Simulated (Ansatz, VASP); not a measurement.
Al3Ru2 in VASP and in Ansatz

```
CELL_PARAMETERS angstrom
3.11946 0.00000 0.00000
0.00000 3.11946 0.00000
0.00000 0.00000 14.46544
ATOMIC_POSITIONS crystal
Al 0.00000 0.00000 0.00000
Al 0.50000 0.50000 0.30713
Al 0.00000 0.00000 0.19287
Al 0.50000 0.50000 0.50000
Al 0.00000 0.00000 0.80713
Al 0.50000 0.50000 0.69287
Ru 0.50000 0.50000 0.10550
Ru 0.00000 0.00000 0.39450
Ru 0.00000 0.00000 0.60550
Ru 0.50000 0.50000 0.89450
```

Change from the starting cell: equal strain along all axes, cell held, atoms relaxed: +1.5 %.

Alike in both runs: functional PBEsol; k mesh 12 × 12 × 4; occupations gaussian, width 0.1 eV; no spin polarisation.

Ansatz relaxed the structure, and its values are those at the end. VASP's run is a single point on that final structure, the one shown.

|  | VASP | Ansatz |
| --- | --- | --- |
| version | VASP 6.6.1 | Ansatz 0.2.0 |
| potentials or method | VASP PAW PBE potentials, release 64 (Al, Ru_pv), cutoff 520 eV | scalar-relativistic, plane waves, PAW |
| valence electrons in the cell | 74 | 82 |

```tsv
	VASP	Ansatz	Ansatz less VASP
gap on the k mesh at the Fermi level (eV)	none	none	-
pressure (GPa)	-7.7	-7.7	-0.04
```

VASP's potentials were made for PBE, not for PBEsol. A gap of «none» marks a metal or a gap that the smearing closes. VASP's potentials hold 74 valence electrons a cell and Ansatz's 82, so a difference there can come from the potentials and not from the codes. Ansatz's warnings: stress scf threshold loose.
